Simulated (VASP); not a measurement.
# MgS (F-43m) in VASP: notebook

The runs below take MgS through single point, with PBEsol, LDA.

Everything below comes from runs of VASP 6.6.1. Logs are shortened: lines on timing, memory, paths and dates and some standing lists are left out, and cuts for length are marked.

**1. The cell of the first run**

It takes space group F-43m (No. 216, cubic). Conventional cell: a = 5.551 Å, b = 5.551 Å, c = 5.551 Å, α = 90.00°, β = 90.00°, γ = 90.00°. Within 3.2 Å of S (site symmetry -43m) lie 4 Mg at 2.40 Å. Mg (site symmetry -43m) has 4 S at 2.40 Å within 3.2 Å.

**2. Single point, PBEsol**

INCAR

```
SYSTEM = MgS
PREC = Accurate
ENCUT = 520
EDIFF = 1E-6
ISMEAR = -1
SIGMA = 0.05
LREAL = .False.
LASPH = .True.
NELM = 60
ALGO = Normal
ISIF = 2
LWAVE = .False.
LCHARG = .False.
GGA = PS
NBANDS = 11
```

KPOINTS

```
regular mesh
0
Gamma
  8 8 8
  0 0 0
```

POSCAR

```
MgS
1.0
    0.0000000000      2.7752850422      2.7752850422
    2.7752850422      0.0000000000      2.7752850422
    2.7752850422      2.7752850422      0.0000000000
S Mg
1 1
Direct
    0.2500000000      0.2500000000      0.2500000000
    0.0000000000      0.0000000000      0.0000000000
```

Potentials or basis: VASP PAW PBE potentials, release 64 (S, Mg).

Run with:

```bash
cat potpaw_PBE.64/S/POTCAR potpaw_PBE.64/Mg/POTCAR > POTCAR
mpirun -np 1 vasp_std > vasp.out
```

OUTCAR:

```text
SYSTEM = MgS
   PREC = Accurate
   ENCUT = 520
   EDIFF = 1E-6
   ISMEAR = -1
   LREAL = .False.
   LASPH = .True.
   NELM = 60
   ISIF = 2
   GGA = PS

 ion  position               nearest neighbor table
   1  0.250  0.250  0.250-   2 2.40   2 2.40   2 2.40   2 2.40
   2  0.000  0.000  0.000-   1 2.40   1 2.40   1 2.40   1 2.40

  LATTYP: Found a face centered cubic cell.
 ALAT       =     5.5505700844

  Lattice vectors:

 A1 = (   0.0000000000,   2.7752850422,   2.7752850422)
 A2 = (   2.7752850422,   0.0000000000,   2.7752850422)
 A3 = (   2.7752850422,   2.7752850422,   0.0000000000)

Analysis of symmetry for initial positions (statically):
=====================================================================
 Subroutine PRICEL returns:
 Original cell was already a primitive cell.

 Routine SETGRP: Setting up the symmetry group for a
 face centered cubic supercell.

 Subroutine GETGRP returns: Found 24 space group operations
 (whereof 24 operations were pure point group operations)
 out of a pool of 48 trial point group operations.

The static configuration has the point symmetry T_d .

Analysis of symmetry for dynamics (positions and initial velocities):
=====================================================================
 Subroutine PRICEL returns:
 Original cell was already a primitive cell.

 Routine SETGRP: Setting up the symmetry group for a
 face centered cubic supercell.

 Subroutine GETGRP returns: Found 24 space group operations
 (whereof 24 operations were pure point group operations)
 out of a pool of 48 trial point group operations.

The dynamic configuration has the point symmetry T_d .

 Subroutine INISYM returns: Found 24 space group operations
 (whereof 24 operations are pure point group operations),
 and found     1 'primitive' translations

----------------------------------------------------------------------------------------

                                     Primitive cell

  volume of cell :      42.7516

  direct lattice vectors                    reciprocal lattice vectors
     0.000000000  2.775285042  2.775285042    -0.180161674  0.180161674  0.180161674
     2.775285042  0.000000000  2.775285042     0.180161674 -0.180161674  0.180161674
     2.775285042  2.775285042  0.000000000     0.180161674  0.180161674 -0.180161674

  length of vectors
     3.924845746  3.924845746  3.924845746     0.312049174  0.312049174  0.312049174

  position of ions in fractional coordinates (direct lattice)
     0.250000000  0.250000000  0.250000000
     0.000000000  0.000000000  0.000000000

  ion indices of the primitive-cell ions
   primitive index   ion index
                 1           1
                 2           2

----------------------------------------------------------------------------------------

 KPOINTS: regular mesh

Automatic generation of k-mesh.
 Grid dimensions read from file:
 generate k-points for:    8    8    8

 Generating k-lattice:

  Cartesian coordinates                     Fractional coordinates (reciprocal lattice)
    -0.022520209  0.022520209  0.022520209     0.125000000  0.000000000  0.000000000
     0.022520209 -0.022520209  0.022520209     0.000000000  0.125000000  0.000000000
     0.022520209  0.022520209 -0.022520209     0.000000000  0.000000000  0.125000000

  Length of vectors
     0.039006147  0.039006147  0.039006147

  Shift w.r.t. Gamma in fractional coordinates (k-lattice)
     0.000000000  0.000000000  0.000000000

 Subroutine IBZKPT returns following result:
 ===========================================

 Found     29 irreducible k-points:

 Following reciprocal coordinates:
            Coordinates               Weight
  0.000000  0.000000  0.000000      1.000000
  0.125000  0.000000  0.000000      8.000000
  0.250000  0.000000  0.000000      8.000000
  0.375000  0.000000  0.000000      8.000000
  0.500000  0.000000  0.000000      4.000000
  0.125000  0.125000  0.000000      6.000000
[... 16 lines left out ...]
  0.500000  0.250000  0.125000     48.000000
 -0.375000  0.250000  0.125000     24.000000
 [... further k-points ...]
   k-points           NKPTS =     29   k-points in BZ     NKDIM =     29   number of bands    NBANDS=     11
   number of dos      NEDOS =    301   number of ions     NIONS =      2
   total plane-waves  NPLWV =  27000
   dimension x,y,z NGX =    30 NGY =   30 NGZ =   30
   dimension x,y,z NGXF=    60 NGYF=   60 NGZF=   60
   ions per type =               1   1
   NGX,Y,Z   is equivalent  to a cutoff of  12.71, 12.71, 12.71 a.u.
   NGXF,Y,Z  is equivalent  to a cutoff of  25.41, 25.41, 25.41 a.u.
 SYSTEM =  MgS
   PREC   = accura    normal or accurate (medium, high low for compatibility)
   ISTART =      0    job   : 0-new  1-cont  2-samecut
   ICHARG =      2    charge: 1-file 2-atom 10-const
   ISPIN  =      1    spin polarized calculation?
   LNONCOLLINEAR =      F non collinear calculations
   LSORBIT =      F    spin-orbit coupling
   LASPH  =      T    aspherical Exc in radial PAW
   ENCUT  =  520.0 eV  38.22 Ry    6.18 a.u.   7.30  7.30  7.30*2*pi/ulx,y,z
   NELM   =     60;   NELMIN=  2; NELMDL= -5     # of ELM steps
   EDIFF  = 0.1E-05   stopping-criterion for ELM
   LREAL  =      F    real-space projection
   EDIFFG = 0.1E-04   stopping-criterion for IOM
   NSW    =      0    number of steps for IOM
   IBRION =     -1    ionic relax: 0-MD 1-quasi-New 2-CG
   NFREE  =      0    steps in history (QN), initial steepest desc. (CG)
   ISIF   =      2    stress and relaxation
   ISYM   =      2    0-nonsym 1-usesym 2-fastsym
   POTIM  = 0.5000    time-step for ionic-motion
   TEBEG  =    0.0;   TEEND  =   0.0 temperature during run
   PSTRESS=    0.0 pullay stress
   NELECT =       8.0000    total number of electrons
   NUPDOWN=      -1.0000    fix difference up-down
   EMIN   =  10.00;   EMAX   =-10.00  energy-range for DOS
   EFERMI =   0.00;   METHOD = LEGACY
   ISMEAR =    -1;   SIGMA  =   0.05  broadening in eV -4-tet -1-fermi 0-gaus
   EFERMI_NEDOS =   21; number of points for ismear=-14 and -15
   IALGO  =     38    algorithm
   IMIX   =      4    mixing-type and parameters
     AMIX     =   0.40;   BMIX     =  1.00
     AMIX_MAG =   1.60;   BMIX_MAG =  1.00
  volume/ion in A,a.u.               =      21.38       144.25
  Fermi-wavevector in a.u.,A,eV,Ry     =   0.936384  1.769509 11.929788  0.876815
  Thomas-Fermi vector in A             =   2.063388
   LORBIT       =      0    0 simple, 1 ext, 2 COOP (PROOUT), +10 PAW based schemes
   GGA     = PS    functional components
   LHFCALC =     F    Hartree Fock is set to
   AEXX    =    0.0000 exact exchange contribution
   IVDW    =     0    specifies the selected vdW correction
   LEPSILON=     F    determine dielectric tensor
   LRPA    =     F    only Hartree local field effects (RPA)
 non-spin polarized calculation
  energy-cutoff  :      520.00
  volume of cell :       42.75
 maximum number of plane-waves:      1174
 NGX is ok and might be reduce to    30
   NGX = 15   NGY = 15   NGZ = 15

 number of electron       7.9999999 magnetization

 Free energy of the ion-electron system (eV)
  ---------------------------------------------------
  ext. energy  EPLUGINS =         0.00000000
  ---------------------------------------------------
  free energy    TOTEN  =        -8.89348117 eV

  energy without entropy =       -8.89348117  energy(sigma->0) =       -8.89348117

 E-fermi :   2.3910     XC(G=0):  -8.8090

 val. band max:        1.3852610406   @ k =   0.0000   0.0000   0.0000
 cond. band min:       4.9776003997   @ k =   0.0000   0.0000   0.0000
 fundamental gap:      3.5923393591
 Fermi energy:         2.3910152160

 k-point     1 :       0.0000    0.0000    0.0000
  band No.  band energies     occupation
      1     -10.0915      2.00000
      2       1.3853      2.00000
      3       1.3853      2.00000
      4       1.3853      2.00000
      5       4.9776      0.00000
      6       9.4082      0.00000
      7       9.4082      0.00000
      8       9.4082      0.00000
      9      12.2921      0.00000
     10      12.2921      0.00000
     11      15.4131      0.00000

 k-point     2 :       0.1250    0.0000    0.0000
  band No.  band energies     occupation
      1      -9.9921      2.00000
      2       0.6514      2.00000
      3       1.3280      2.00000
      4       1.3280      2.00000
      5       5.6647      0.00000
      6       9.2326      0.00000
      7       9.5964      0.00000
      8       9.5964      0.00000
      9      11.8003      0.00000
     10      11.8003      0.00000
     11      14.6013      0.00000

 k-point     3 :       0.2500    0.0000    0.0000
  band No.  band energies     occupation
      1      -9.7326      2.00000
      2      -0.6135      2.00000
      3       1.1992      2.00000
      4       1.1992      2.00000
      5       6.5042      0.00000
      6       9.3219      0.00000
      7       9.6005      0.00000
      8       9.6005      0.00000
      9      11.8823      0.00000
     10      11.8823      0.00000
     11      13.7355      0.00000

 k-point     4 :       0.3750    0.0000    0.0000
  band No.  band energies     occupation
      1      -9.4382      2.00000
      2      -1.6224      2.00000
      3       1.0819      2.00000
      4       1.0819      2.00000
      5       6.6338      0.00000
      6       9.1926      0.00000
      7       9.1926      0.00000
      8       9.8886      0.00000
      9      13.2684      0.00000
     10      13.2684      0.00000
     11      13.8362      0.00000
[... 239 lines left out ...]
 k-point    22 :       0.3750    0.2500    0.1250
  band No.  band energies     occupation
      1      -9.5307      2.00000
      2      -0.8273      2.00000
      3       0.4616      2.00000
      4       0.9774      2.00000
      5       7.1543      0.00000
      6       8.4826      0.00000
      7       8.9640      0.00000
      8      10.7376      0.00000
      9      11.2197      0.00000
     10      13.9821      0.00000
     11      16.0116      0.00000

 k-point    23 :       0.5000    0.2500    0.1250
  band No.  band energies     occupation
      1      -9.2851      2.00000
      2      -1.3801      2.00000
      3       0.0846      2.00000
      4       0.7841      2.00000
      5       7.3354      0.00000
      6       8.2526      0.00000
      7       9.4188      0.00000
      8      10.5416      0.00000
      9      12.4368      0.00000
     10      15.2054      0.00000
     11      15.7018      0.00000

 k-point    24 :      -0.3750    0.2500    0.1250
  band No.  band energies     occupation
      1      -9.1747      2.00000
      2      -1.6224      2.00000
      3      -0.0253      2.00000
      4       0.6799      2.00000
      5       7.3761      0.00000
      6       7.9686      0.00000
      7      10.2918      0.00000
      8      10.3644      0.00000
      9      13.0205      0.00000
     10      14.4316      0.00000
     11      15.9344      0.00000

 [... further k-points ...]
[... 5 lines left out ...]
  --------------------------------------------------------------------------------------
  -------------------------------------------------------------------------------------
  Total        0.9145139      0.9145139      0.9145139      0.0000000      0.0000000      0.0000000
  in kB       34.2726825     34.2726825     34.2726825      0.0000000      0.0000000      0.0000000
  external PRESSURE =      34.2726825 kB  Pullay stress =       0.0000000 kB

 VOLUME and BASIS-vectors are now :
 -----------------------------------------------------------------------------
  energy-cutoff  :      520.00
  volume of cell :       42.75
      direct lattice vectors                 reciprocal lattice vectors
     0.000000000  2.775285042  2.775285042    -0.180161674  0.180161674  0.180161674
     2.775285042  0.000000000  2.775285042     0.180161674 -0.180161674  0.180161674
     2.775285042  2.775285042  0.000000000     0.180161674  0.180161674 -0.180161674

 POSITION                                       TOTAL-FORCE (eV/Angst)
 -----------------------------------------------------------------------------------
      1.38764      1.38764      1.38764         0.000000     -0.000000      0.000000
      0.00000      0.00000      0.00000        -0.000000      0.000000     -0.000000
 -----------------------------------------------------------------------------------
    total drift:                                0.000000      0.000000      0.000000

  FREE ENERGIE OF THE ION-ELECTRON SYSTEM (eV)
  ---------------------------------------------------
  free  energy   TOTEN  =        -8.8934811733 eV

  energy  without entropy=       -8.8934811732  energy(sigma->0) =       -8.89348117
```

Run time: 9.1 s. Hardware: 1 thread of Intel Xeon Platinum 8488C (Sapphire Rapids), shared host; peak memory 0.17 GiB.

What came out:

- Free energy: -8.8935 eV
- Pressure: 3.4 GPa
- Band gap on the k mesh: 3.59 eV, direct

Caveat: the PAW data sets were made with another functional, which shifts forces and pressure a little. A k mesh can miss the band edges.

**3. Single point, LDA**

This run uses another cell than the first one, of 22.74 Å³/atom, 1.064 times its volume.

INCAR

```
  ALGO = Normal
  EDIFF = 1E-7
  ENCUT = 520
  ISIF = 2
  ISMEAR = -1
  LASPH = True
  LCHARG = True
  LELF = True
  LREAL = False
  LVHAR = True
  LWAVE = False
  NBANDS = 11
  NELM = 60
  PREC = Accurate
  SIGMA = 0.05
```

KPOINTS

```
k-points
0
Gamma
  8 8 8
```

POSCAR

```
MgS
1.0
    0.0000000000      2.8331200468      2.8331200468
    2.8331200468      0.0000000000      2.8331200468
    2.8331200468      2.8331200468      0.0000000000
S Mg
1 1
Direct
    0.2500000000      0.2500000000      0.2500000000
    0.0000000000      0.0000000000      0.0000000000
```

Potentials or basis: VASP PAW LDA potentials, release 64 (S, Mg).

Run with:

```bash
cat potpaw_LDA.64/S/POTCAR potpaw_LDA.64/Mg/POTCAR > POTCAR
mpirun -np 1 vasp_std > vasp.out
```

It took 9.1 s on 1 thread of Intel Xeon Platinum 8488C (Sapphire Rapids), shared host; peak memory 0.15 GiB.

It converged, with:

- Free energy: -9.3781 eV
- Pressure: -2.5 GPa
- Band gap on the k mesh: 3.18 eV, direct

Levels at points of the mesh, in eV from the valence-band top:
| k point | band 1 | band 2 | band 3 | band 4 | band 5 | band 6 | band 7 | band 8 |
| --- | --- | --- | --- | --- | --- | --- | --- | --- |
| (0.00, 0.00, 0.00) | -11.23 | 0.00 | 0.00 | 0.00 | 3.18 | 7.76 | 7.76 | 7.76 |
| (0.50, 0.00, 0.00) | -10.53 | -3.20 | -0.33 | -0.33 | 4.86 | 7.46 | 7.46 | 8.36 |
| (0.50, 0.50, 0.00) | -10.31 | -2.88 | -1.06 | -1.06 | 3.66 | 5.43 | 10.86 | 11.99 |

A k mesh can miss the band edges. As with any semilocal functional, this LDA gap is likely too small.
